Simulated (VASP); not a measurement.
Write the native input for VASP 6.6.1 that does the following.

| Item | Value |
| --- | --- |
| Task | single point |
| Functional | PBE |
| Potentials or basis | VASP PAW PBE potentials, release 64 (La, O, C) |
| Cutoff | 520 eV |
| k mesh | 1 × 1 × 1 |
| Occupations | fermi-dirac, width 0.01 eV |
| Spin | no spin polarisation |
| Dipole correction | no |
| Further INCAR settings | LREAL = Auto; ALGO = Normal; EDIFF = 1e-07; NBANDS = 188 |

The structure of La16CO24 (a cell with a defect) (C interstitial hop between voids) lies in POSCAR:

```
La16CO24
1.0
    7.8811453700     -0.0000000600      0.0000000000
   -3.9405726400      6.8252721300      0.0000000000
    0.0000000000      0.0000000000     12.3757188400
La O C
16 24 1
Direct
    0.3460140213      0.1499806896      0.3994478271
    0.1291697490      0.3668633221      0.0877582154
    0.3346411163      0.1615435984      0.8895065525
    0.1629543605      0.3332284730      0.6184904569
    0.3246898246      0.6318849912      0.3671869132
    0.1393924801      0.8402721385      0.1456467316
    0.3485885036      0.6834640337      0.8743003247
    0.1738219462      0.8420832021      0.6316008873
    0.8639515496      0.1710910612      0.3672921193
    0.6561842040      0.3567106180      0.1456613570
    0.8127274448      0.1474260703      0.8742405302
    0.6539905625      0.3222596839      0.6315987056
    0.8324413494      0.6632752458      0.3989874094
    0.6566630993      0.8391392944      0.1264704718
    0.8260905367      0.6700342437      0.8947219263
    0.6570375533      0.8389056041      0.6154857022
    0.3068070696      0.1891090925      0.1016919515
    0.1972292192      0.2987028170      0.2672840295
   -0.0684500597     -0.0412310306      0.0037843458
    0.3259365750      0.1701492625      0.6940480881
    0.1585466156      0.3376341581      0.8829791741
    0.0236236717      0.0458579520      0.4969424467
    0.3126604690      0.6728234320      0.1742058807
    0.1624795546      0.8115718911      0.3449263881
   -0.0359581296      0.5324413340      0.0230088453
    0.3267074604      0.6644983428      0.6857546709
    0.1556071589      0.8332442870      0.8215500151
    0.0381291127      0.4578098782      0.4847376607
    0.8238742839      0.1833903507      0.1743200559
    0.6846177934      0.3333815850      0.3449057025
    0.5065480340     -0.0100709493     -0.0201515567
    0.8315167945      0.1692773604      0.6856838063
    0.6629082647      0.3405615184      0.8215614892
    0.4915881430      0.0042952177      0.5284284561
    0.8197696100      0.6762515781      0.2057212218
    0.6588100644      0.8369118375      0.3453642617
    0.5373579095      0.5647303080      0.0037893556
    0.8344861867      0.6616020525      0.6058905424
    0.6712341156      0.8248493149      0.8022097244
    0.4503136369      0.4725136179      0.4970504808
    0.3021338057      0.1958965141      0.2169199248
```

One way to write it, as run:

INCAR

```
ALGO     = Normal         # electronic algorithm
EDIFF    = 1E-7           # SCF threshold, eV
ENCUT    = 520            # plane-wave cutoff, eV
GGA      = PE             # functional
ISIF     = 2              # what is computed and relaxed
ISMEAR   = -1             # smearing method
LASPH    = T              # aspherical terms in the spheres
LCHARG   = T              # write CHGCAR
LELF     = T              # ELF
LREAL    = Auto         
LVHAR    = T            
LWAVE    = F              # write WAVECAR
NBANDS   = 188            # bands
NELM     = 80             # most SCF steps
PREC     = Accurate       # precision mode
SIGMA    = 0.01           # smearing width, eV
```

KPOINTS

```
k-points
0
Gamma
  1 1 1
```

Potentials or basis: VASP PAW PBE potentials, release 64 (La, O, C).

The run is started by

```bash
$ cat potpaw_PBE.64/La/POTCAR potpaw_PBE.64/O/POTCAR potpaw_PBE.64/C/POTCAR > POTCAR
$ mpirun -np 1 vasp_gam > vasp.out
```

Results of the run:

```yaml
Pressure: 4.6 GPa
Largest_force: 0.193 eV/Å
Band_gap_on_the_k_mesh: 1.38 eV
```

Caveat: the k points lie up to 0.92 Å⁻¹ apart; spin-orbit coupling is left out, which moves the levels of the heavy elements.

Run time: 6.2 min on 1 thread of Intel(R) Xeon(R) 6975P-C (Granite Rapids), with other jobs on the host, peak memory 0.7 GiB.
